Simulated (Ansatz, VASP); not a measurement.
## Two plane-wave programs on NaH

```
CELL_PARAMETERS angstrom
2.95512 0.00000 0.00000
0.00000 2.95512 0.00000
0.00000 0.00000 2.95512
ATOMIC_POSITIONS crystal
Na 0.00000 0.00000 0.00000
H 0.50000 0.50000 0.50000
```

Alike in both runs: task single point; functional r2SCANh; k mesh 2 × 2 × 2; no spin polarisation.

|  | VASP | Ansatz |
| --- | --- | --- |
| version | VASP 6.6.1 | Ansatz 0.2.0 |
| potentials or method | VASP PAW PBE potentials, release 64 (Na_sv, H) | plane waves, PAW |
| plane-wave cutoff (eV) | 930 | 500 |
| occupations | gaussian, width 0.01 eV | fixed |
| valence electrons in the cell | 10 | 10 |

Ansatz gave:

- gap on the k mesh at the Fermi level (eV): 1.94

Question: What did VASP give for the same quantities?

Answer: gap on the k mesh at the Fermi level (eV): 2.01.

VASP's potentials were made for PBE, not for r2SCANh.

The k mesh is coarse, so the values compare programs but aren't converged.
